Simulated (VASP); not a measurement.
# Ti (P6_3/mmc) in VASP: a series of runs

The runs below take Ti through single point, with PBEsol.

Everything below comes from runs of VASP 6.6.1. Logs are shortened: lines on timing, memory, paths and dates and some standing lists are left out, and cuts for length are marked.

**1. The cell of the first run**

It takes space group P6_3/mmc (No. 194, hexagonal). Conventional cell: a = 2.900 Å, b = 2.900 Å, c = 4.601 Å, α = 90.00°, β = 90.00°, γ = 120.00°. Ti (site symmetry -6m2) has 12 Ti at 2.85 to 2.90 Å within 3.7 Å.

**2. Single point, PBEsol**

The input, INCAR:

```
SYSTEM = Ti
PREC     = Accurate       ! precision mode
ENCUT    = 520            ! plane-wave cutoff, eV
EDIFF    = 1E-7           ! SCF threshold, eV
ISMEAR   = 1              ! smearing method
SIGMA    = 0.1            ! smearing width, eV
LREAL    = .FALSE.        ! projectors in reciprocal space
LASPH    = .TRUE.         ! aspherical terms in the spheres
NELM     = 100            ! most SCF steps
ALGO     = Normal         ! electronic algorithm
ISIF     = 2              ! what is computed and relaxed
LWAVE    = .FALSE.        ! write WAVECAR
LCHARG   = .FALSE.        ! write CHGCAR
GGA      = PS             ! functional
NBANDS   = 19             ! bands
```

The input, KPOINTS:

```
regular mesh
0
G
  10 10 6
  0 0 0
```

The input, POSCAR:

```
Ti
1.0
    2.8999903389      0.0000000000      0.0000000000
   -1.4499951694      2.5114653620      0.0000000000
    0.0000000000      0.0000000000      4.6006626393
Ti
2
Direct
    0.3333333333      0.6666666667      0.2500000000
    0.6666666667      0.3333333333      0.7500000000
```

Potentials or basis: VASP PAW PBE potentials, release 64 (Ti_sv).

Launch:

```sh
$ cat potpaw_PBE.64/Ti_sv/POTCAR > POTCAR
$ mpirun -np 1 vasp_std > vasp.out
```

OUTCAR:

```text
SYSTEM = Ti
   PREC = Accurate
   ENCUT = 520
   EDIFF = 1E-7
   ISMEAR = 1
   LREAL = .FALSE.
   LASPH = .TRUE.
   NELM = 100
   ISIF = 2
   GGA = PS

 ion  position               nearest neighbor table
   1  0.333  0.667  0.250-   2 2.85   2 2.85   2 2.85   2 2.85   2 2.85   2 2.85
   2  0.667  0.333  0.750-   1 2.85   1 2.85   1 2.85   1 2.85   1 2.85   1 2.85

  LATTYP: Found a hexagonal cell.
 ALAT       =     2.8999903389
 C/A-ratio  =     1.5864406780

  Lattice vectors:

 A1 = (   2.8999903389,   0.0000000000,   0.0000000000)
 A2 = (  -1.4499951694,   2.5114653620,   0.0000000000)
 A3 = (   0.0000000000,   0.0000000000,   4.6006626393)

Analysis of symmetry for initial positions (statically):
=====================================================================
 Subroutine PRICEL returns:
 Original cell was already a primitive cell.

 Routine SETGRP: Setting up the symmetry group for a
 hexagonal supercell.

 Subroutine GETGRP returns: Found 24 space group operations
 (whereof 12 operations were pure point group operations)
 out of a pool of 24 trial point group operations.

The static configuration has the point symmetry D_3d.
 The point group associated with its full space group is D_6h.

Analysis of symmetry for dynamics (positions and initial velocities):
=====================================================================
 Subroutine PRICEL returns:
 Original cell was already a primitive cell.

 Routine SETGRP: Setting up the symmetry group for a
 hexagonal supercell.

 Subroutine GETGRP returns: Found 24 space group operations
 (whereof 12 operations were pure point group operations)
 out of a pool of 24 trial point group operations.

The dynamic configuration has the point symmetry D_3d.
 The point group associated with its full space group is D_6h.

 Subroutine INISYM returns: Found 24 space group operations
 (whereof 12 operations are pure point group operations),
 and found     1 'primitive' translations

----------------------------------------------------------------------------------------

                                     Primitive cell

  volume of cell :      33.5077

  direct lattice vectors                    reciprocal lattice vectors
     2.899990339  0.000000000  0.000000000     0.344828735  0.199086958  0.000000000
    -1.449995169  2.511465362  0.000000000     0.000000000  0.398173917  0.000000000
     0.000000000  0.000000000  4.600662639     0.000000000  0.000000000  0.217359993

  length of vectors
     2.899990339  2.899990389  4.600662639     0.398173924  0.398173917  0.217359993

  position of ions in fractional coordinates (direct lattice)
     0.333333333  0.666666667  0.250000000
     0.666666667  0.333333333  0.750000000

  ion indices of the primitive-cell ions
   primitive index   ion index
                 1           1
                 2           2

----------------------------------------------------------------------------------------

 KPOINTS: regular mesh

Automatic generation of k-mesh.
 Grid dimensions read from file:
 generate k-points for:   10   10    6

 Generating k-lattice:

  Cartesian coordinates                     Fractional coordinates (reciprocal lattice)
     0.034482873  0.019908696  0.000000000     0.100000000  0.000000000  0.000000000
     0.000000000  0.039817392  0.000000000     0.000000000  0.100000000  0.000000000
     0.000000000  0.000000000  0.036226666     0.000000000  0.000000000  0.166666667

  Length of vectors
     0.039817392  0.039817392  0.036226666

  Shift w.r.t. Gamma in fractional coordinates (k-lattice)
     0.000000000  0.000000000  0.000000000

 Subroutine IBZKPT returns following result:
 ===========================================

 Found     56 irreducible k-points:

 Following reciprocal coordinates:
            Coordinates               Weight
  0.000000  0.000000  0.000000      1.000000
  0.100000  0.000000  0.000000      6.000000
  0.200000  0.000000  0.000000      6.000000
  0.300000  0.000000  0.000000      6.000000
  0.400000  0.000000  0.000000      6.000000
  0.500000  0.000000  0.000000      3.000000
[... 16 lines left out ...]
  0.300000  0.100000  0.166667     24.000000
  0.400000  0.100000  0.166667     24.000000
 [... further k-points ...]
   k-points           NKPTS =     56   k-points in BZ     NKDIM =     56   number of bands    NBANDS=     19
   number of dos      NEDOS =    301   number of ions     NIONS =      2
   total plane-waves  NPLWV =  20736
   dimension x,y,z NGX =    24 NGY =   24 NGZ =   36
   dimension x,y,z NGXF=    48 NGYF=   48 NGZF=   72
   ions per type =               2
   NGX,Y,Z   is equivalent  to a cutoff of  13.76, 13.76, 13.01 a.u.
   NGXF,Y,Z  is equivalent  to a cutoff of  27.52, 27.52, 26.02 a.u.
 SYSTEM =  Ti
   PREC   = accura    normal or accurate (medium, high low for compatibility)
   ISTART =      0    job   : 0-new  1-cont  2-samecut
   ICHARG =      2    charge: 1-file 2-atom 10-const
   ISPIN  =      1    spin polarized calculation?
   LNONCOLLINEAR =      F non collinear calculations
   LSORBIT =      F    spin-orbit coupling
   LASPH  =      T    aspherical Exc in radial PAW
   ENCUT  =  520.0 eV  38.22 Ry    6.18 a.u.   5.39  5.39  8.55*2*pi/ulx,y,z
   NELM   =    100;   NELMIN=  2; NELMDL= -5     # of ELM steps
   EDIFF  = 0.1E-06   stopping-criterion for ELM
   LREAL  =      F    real-space projection
   EDIFFG = 0.1E-05   stopping-criterion for IOM
   NSW    =      0    number of steps for IOM
   IBRION =     -1    ionic relax: 0-MD 1-quasi-New 2-CG
   NFREE  =      0    steps in history (QN), initial steepest desc. (CG)
   ISIF   =      2    stress and relaxation
   ISYM   =      2    0-nonsym 1-usesym 2-fastsym
   POTIM  = 0.5000    time-step for ionic-motion
   TEBEG  =    0.0;   TEEND  =   0.0 temperature during run
   PSTRESS=    0.0 pullay stress
   NELECT =      24.0000    total number of electrons
   NUPDOWN=      -1.0000    fix difference up-down
   EMIN   =  10.00;   EMAX   =-10.00  energy-range for DOS
   EFERMI =   0.00;   METHOD = LEGACY
   ISMEAR =     1;   SIGMA  =   0.10  broadening in eV -4-tet -1-fermi 0-gaus
   EFERMI_NEDOS =   21; number of points for ismear=-14 and -15
   IALGO  =     38    algorithm
   IMIX   =      4    mixing-type and parameters
     AMIX     =   0.40;   BMIX     =  1.00
     AMIX_MAG =   1.60;   BMIX_MAG =  1.00
  volume/ion in A,a.u.               =      16.75       113.06
  Fermi-wavevector in a.u.,A,eV,Ry     =   1.464751  2.767978 29.191247  2.145496
  Thomas-Fermi vector in A             =   2.580690
   LORBIT       =      0    0 simple, 1 ext, 2 COOP (PROOUT), +10 PAW based schemes
   GGA     = PS    functional components
   LHFCALC =     F    Hartree Fock is set to
   AEXX    =    0.0000 exact exchange contribution
   IVDW    =     0    specifies the selected vdW correction
   LEPSILON=     F    determine dielectric tensor
   LRPA    =     F    only Hartree local field effects (RPA)
 non-spin polarized calculation
 Methfessel and Paxton  Order N= 1 SIGMA  =   0.10
  energy-cutoff  :      520.00
  volume of cell :       33.51
 maximum number of plane-waves:       929
 NGX is ok and might be reduce to    24
   NGX = 11   NGY = 11   NGZ = 17

 number of electron      23.9999999 magnetization

 Free energy of the ion-electron system (eV)
  ---------------------------------------------------
  ext. energy  EPLUGINS =         0.00000000
  ---------------------------------------------------
  free energy    TOTEN  =       -16.67481332 eV

  energy without entropy =      -16.67276265  energy(sigma->0) =      -16.67412977

 E-fermi :   8.5839     XC(G=0): -11.8087

 val. band max:        8.5703441251   @ k =   0.3000   0.2000   0.5000
 cond. band min:       8.5922859858   @ k =   0.1000   0.0000   0.1667
 fundamental gap:      0.0219418607
 Fermi energy:         8.5839088102

 k-point     1 :       0.0000    0.0000    0.0000
  band No.  band energies     occupation
      1     -47.9752      2.00000
      2     -47.8146      2.00000
      3     -24.7137      2.00000
      4     -23.9797      2.00000
      5     -23.9797      2.00000
      6     -23.9092      2.00000
[... 11 lines left out ...]
     18      10.2817     -0.00000
     19      11.8920      0.00000

 k-point     2 :       0.1000    0.0000    0.0000
  band No.  band energies     occupation
      1     -47.9637      2.00000
      2     -47.8100      2.00000
      3     -24.6889      2.00000
      4     -24.0308      2.00000
      5     -23.9966      2.00000
      6     -23.9198      2.00000
[... 11 lines left out ...]
     18      10.1227     -0.00000
     19      11.9758      0.00000

 k-point     3 :       0.2000    0.0000    0.0000
  band No.  band energies     occupation
      1     -47.9326      2.00000
      2     -47.7989      2.00000
      3     -24.6194      2.00000
      4     -24.1657      2.00000
      5     -24.0543      2.00000
      6     -24.0390      2.00000
[... 11 lines left out ...]
     18      10.6122      0.00000
     19      12.1308      0.00000

 k-point     4 :       0.3000    0.0000    0.0000
  band No.  band energies     occupation
      1     -47.8913      2.00000
      2     -47.7877      2.00000
      3     -24.5202      2.00000
      4     -24.3343      2.00000
      5     -24.2131      2.00000
      6     -24.0888      2.00000
[... 407 lines left out ...]
     18      11.1785      0.00000
     19      12.1099      0.00000

 k-point    23 :       0.3000    0.1000    0.1667
  band No.  band energies     occupation
      1     -47.8604      2.00000
      2     -47.7892      2.00000
      3     -24.5080      2.00000
      4     -24.3630      2.00000
      5     -24.2833      2.00000
      6     -24.1241      2.00000
[... 11 lines left out ...]
     18      11.7737      0.00000
     19      12.3380      0.00000

 k-point    24 :       0.4000    0.1000    0.1667
  band No.  band energies     occupation
      1     -47.8328      2.00000
      2     -47.7873      2.00000
      3     -24.5439      2.00000
      4     -24.4150      2.00000
      5     -24.2919      2.00000
      6     -24.1491      2.00000
[... 11 lines left out ...]
     18      12.1925      0.00000
     19      12.9554      0.00000

 [... further k-points ...]

------------------------ aborting loop because EDIFF is reached ----------------------------------------

  FORCE on cell =-STRESS in cart. coord.  units (eV):
  Direction    XX          YY          ZZ          XY          YZ          ZX
  --------------------------------------------------------------------------------------
  -------------------------------------------------------------------------------------
  Total       -0.0567765     -0.0567765     -0.2140955     -0.0000000      0.0000000      0.0000000
  in kB       -2.7147806     -2.7147807    -10.2370300     -0.0000000      0.0000000      0.0000000
  external PRESSURE =      -5.2221971 kB  Pullay stress =       0.0000000 kB

 VOLUME and BASIS-vectors are now :
 -----------------------------------------------------------------------------
  energy-cutoff  :      520.00
  volume of cell :       33.51
      direct lattice vectors                 reciprocal lattice vectors
     2.899990339  0.000000000  0.000000000     0.344828735  0.199086958  0.000000000
    -1.449995169  2.511465362  0.000000000     0.000000000  0.398173917  0.000000000
     0.000000000  0.000000000  4.600662639     0.000000000  0.000000000  0.217359993

 POSITION                                       TOTAL-FORCE (eV/Angst)
 -----------------------------------------------------------------------------------
     -0.00000      1.67431      1.15017         0.000000      0.000000      0.000000
      1.45000      0.83716      3.45050        -0.000000     -0.000000      0.000000
 -----------------------------------------------------------------------------------
    total drift:                                0.000000     -0.000000      0.000000

  FREE ENERGIE OF THE ION-ELECTRON SYSTEM (eV)
  ---------------------------------------------------
  free  energy   TOTEN  =       -16.6748133231 eV

  energy  without entropy=      -16.6727626516  energy(sigma->0) =      -16.67412977
```

It took 19 s on 1 thread of Intel Xeon Platinum 8488C (Sapphire Rapids), shared host; peak memory 0.16 GiB.

Results:

* Free energy: -16.6748 eV
* Pressure: -0.5 GPa
* Band gap on the k mesh: zero (band 12 reaches 9.39 eV, above the bottom of band 13 at 8.39 eV)

Caveat: the PAW data sets were made with another functional, which shifts forces and pressure a little.

**3. Single point, PBEsol**

This run uses another cell than the first one, of 17.28 Å³/atom, 1.032 times its volume.

The input, INCAR:

```
  PREC = Accurate
  ENCUT = 520
  EDIFF = 1E-6
  ISMEAR = 1
  SIGMA = 0.1
  LREAL = F
  LASPH = T
  NELM = 100
  ALGO = Normal
  ISIF = 2
  LWAVE = F
  LCHARG = F
  GGA = PS
  NBANDS = 19
```

The input, KPOINTS:

```
regular mesh
0
Gamma
  10 10 6
```

The input, POSCAR:

```
Ti
1.0
    2.9302007457      0.0000000000      0.0000000000
   -1.4651003729      2.5376283424      0.0000000000
    0.0000000000      0.0000000000      4.6485896576
Ti
2
Direct
    0.3333333333      0.6666666667      0.2500000000
    0.6666666667      0.3333333333      0.7500000000
```

Potentials or basis: VASP PAW PBE potentials, release 64 (Ti_sv).

Launch:

```sh
$ cat potpaw_PBE.64/Ti_sv/POTCAR > POTCAR
$ mpirun -np 1 vasp_std > vasp.out
```

Run time: 16 s. Hardware: 1 thread of Intel Xeon Platinum 8488C (Sapphire Rapids), shared host; peak memory 0.16 GiB.

It converged, with:

* Free energy: -16.6604 eV
* Pressure: -3.9 GPa
* Band gap on the k mesh: zero (band 12 reaches 9.04 eV, above the bottom of band 13 at 8.04 eV)

Stress tensor (GPa, compression positive):
```
-3.70  0.00  0.00
 0.00 -3.70  0.00
 0.00  0.00 -4.26
```

Levels at points of the mesh, in eV from the Fermi level:
```tsv
k point	band 9	band 10	band 11	band 12	band 13	band 14	band 15	band 16
(0.00, 0.00, 0.00)	-6.21	-2.70	0.79	0.79	0.79	0.89	1.29	1.29
(0.50, 0.00, 0.00)	-2.34	-2.16	-1.85	-0.60	0.49	0.63	1.19	3.39
(0.00, 0.00, 0.50)	-4.35	-4.35	0.09	0.09	0.70	0.70	0.70	0.70
(0.50, 0.00, 0.50)	-2.55	-2.55	-0.81	-0.81	1.36	1.36	1.75	1.75
```

Caveat: the PAW data sets were made with another functional, which shifts forces and pressure a little.

**4. Single point, PBEsol**

This run uses another cell than the first one, of 17.81 Å³/atom, 1.063 times its volume.

The input, INCAR:

```
PREC = Accurate
ENCUT = 520
EDIFF = 1E-7
ISMEAR = 1
SIGMA = 0.1
LREAL = False
LASPH = True
NELM = 100
ALGO = Normal
ISIF = 2
LWAVE = False
LCHARG = False
GGA = PS
NBANDS = 19
```

KPOINTS is that of step 3.

The input, POSCAR:

```
Ti
1.0
    2.9598007364      0.0000000000      0.0000000000
   -1.4799003682      2.5632626869      0.0000000000
    0.0000000000      0.0000000000      4.6955482870
Ti
2
Direct
    0.3333333333      0.6666666667      0.2500000000
    0.6666666667      0.3333333333      0.7500000000
```

Potentials or basis: VASP PAW PBE potentials, release 64 (Ti_sv).

Launch:

```sh
$ cat potpaw_PBE.64/Ti_sv/POTCAR > POTCAR
$ mpirun -np 1 vasp_std > vasp.out
```

OUTCAR:

```text
PREC = Accurate
   ENCUT = 520
   EDIFF = 1E-7
   ISMEAR = 1
   LREAL = False
   LASPH = True
   NELM = 100
   ISIF = 2
   GGA = PS

 ion  position               nearest neighbor table
   1  0.333  0.667  0.250-   2 2.90   2 2.90   2 2.90   2 2.90   2 2.90   2 2.90
   2  0.667  0.333  0.750-   1 2.90   1 2.90   1 2.90   1 2.90   1 2.90   1 2.90

  LATTYP: Found a hexagonal cell.
 ALAT       =     2.9598007364
 C/A-ratio  =     1.5864406780

  Lattice vectors:

 A1 = (   2.9598007364,   0.0000000000,   0.0000000000)
 A2 = (  -1.4799003682,   2.5632626869,   0.0000000000)
 A3 = (   0.0000000000,   0.0000000000,   4.6955482870)

Analysis of symmetry for initial positions (statically):
=====================================================================
 Subroutine PRICEL returns:
 Original cell was already a primitive cell.

 Routine SETGRP: Setting up the symmetry group for a
 hexagonal supercell.

 Subroutine GETGRP returns: Found 24 space group operations
 (whereof 12 operations were pure point group operations)
[... 163 lines left out ...]
  free energy    TOTEN  =       -16.62503978 eV

  energy without entropy =      -16.62339381  energy(sigma->0) =      -16.62449112

 E-fermi :   7.9300     XC(G=0): -11.5157

 val. band max:        7.9276561112   @ k =   0.0000   0.0000   0.3333
 cond. band min:       7.9472545823   @ k =   0.3000   0.3000   0.3333
 fundamental gap:      0.0195984711
 Fermi energy:         7.9299598387

 k-point     1 :       0.0000    0.0000    0.0000
  band No.  band energies     occupation
      1     -48.7318      2.00000
      2     -48.6066      2.00000
      3     -25.3965      2.00000
      4     -24.7905      2.00000
      5     -24.7905      2.00000
      6     -24.7368      2.00000
[... 505 lines left out ...]
      6     -24.9294      2.00000
[... 11 lines left out ...]
     18      11.2700      0.00000
     19      11.9663      0.00000

 [... further k-points ...]

------------------------ aborting loop because EDIFF is reached ----------------------------------------

  FORCE on cell =-STRESS in cart. coord.  units (eV):
  Direction    XX          YY          ZZ          XY          YZ          ZX
  --------------------------------------------------------------------------------------
  -------------------------------------------------------------------------------------
  Total       -1.4894012     -1.4894013     -1.5836059     -0.0000000     -0.0000000      0.0000000
  in kB      -66.9854369    -66.9854400    -71.2222648     -0.0000000     -0.0000000      0.0000000
  external PRESSURE =     -68.3977139 kB  Pullay stress =       0.0000000 kB

 VOLUME and BASIS-vectors are now :
 -----------------------------------------------------------------------------
  energy-cutoff  :      520.00
  volume of cell :       35.62
      direct lattice vectors                 reciprocal lattice vectors
     2.959800736  0.000000000  0.000000000     0.337860582  0.195063894  0.000000000
    -1.479900368  2.563262687  0.000000000     0.000000000  0.390127787  0.000000000
     0.000000000  0.000000000  4.695548287     0.000000000  0.000000000  0.212967675

 POSITION                                       TOTAL-FORCE (eV/Angst)
 -----------------------------------------------------------------------------------
     -0.00000      1.70884      1.17389         0.000000      0.000000      0.000000
      1.47990      0.85442      3.52166         0.000000     -0.000000      0.000000
 -----------------------------------------------------------------------------------
    total drift:                               -0.000000      0.000000     -0.000000

  FREE ENERGIE OF THE ION-ELECTRON SYSTEM (eV)
  ---------------------------------------------------
  free  energy   TOTEN  =       -16.6250397802 eV

  energy  without entropy=      -16.6233938133  energy(sigma->0) =      -16.62449112
```

It took 18 s on 1 thread of Intel Xeon Platinum 8488C (Sapphire Rapids), shared host; peak memory 0.16 GiB.

Results:

```yaml
Free_energy: -16.6250 eV
Pressure: -6.8 GPa
Band_gap_on_the_k_mesh: zero (band 12 reaches 8.70 eV, above the bottom of band 13 at 7.71 eV)
```

Caveat: the PAW data sets were made with another functional, which shifts forces and pressure a little.

[end of part 1 of 2]
